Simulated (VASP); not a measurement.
Set up this calculation in VASP 6.6.1, as the native input.

| Property | Result |
| --- | --- |
| Task | electric field gradients |
| Functional | PBEsol |
| Potentials or basis | VASP PAW PBE potentials, release 64 (Zn, Cu) |
| Cutoff | 520 eV |
| k mesh | 14 × 14 × 14 |
| Occupations | fermi-dirac, width 0.05 eV |
| Spin | no spin polarisation |
| Dipole correction | no |
| Further INCAR settings | ALGO = Normal; EDIFF = 1e-08; NBANDS = 18 |

The structure of ZnCu lies in POSCAR:

```
ZnCu
1.0
    2.9450000000      0.0000000000      0.0000000000
    0.0000000000      2.9450000000      0.0000000000
    0.0000000000      0.0000000000      2.9450000000
Zn Cu
1 1
Direct
    0.5000000000      0.5000000000      0.5000000000
    0.0000000000      0.0000000000      0.0000000000
```

One way to write it, as run:

INCAR

```
SYSTEM = ZnCu
PREC = Accurate
ENCUT = 520
EDIFF = 1E-8
ISMEAR = -1
SIGMA = 0.05
LREAL = .False.
LASPH = .True.
NELM = 100
ALGO = Normal
ISIF = 2
LWAVE = .False.
LCHARG = .False.
GGA = PS
LEFG = .True.
NBANDS = 18
```

KPOINTS

```
regular mesh
0
Gamma
  14 14 14
  0 0 0
```

Potentials or basis: VASP PAW PBE potentials, release 64 (Zn, Cu).

Launch:

```sh
$ cat potpaw_PBE.64/Zn/POTCAR potpaw_PBE.64/Cu/POTCAR > POTCAR
$ mpirun -np 1 vasp_std > vasp.out
```

It gave:

| Property | Result |
| --- | --- |
| Pressure | -4.1 GPa |

Caveat: without QUAD_EFG the Cq values of the log hold for a quadrupole moment of 1 mb, not for the nuclei; the PAW data sets were made with another functional, which shifts forces and pressure a little.

It took 59 s on 1 thread of Intel Xeon 8259CL, with other jobs on the host, peak memory 0.18 GiB.
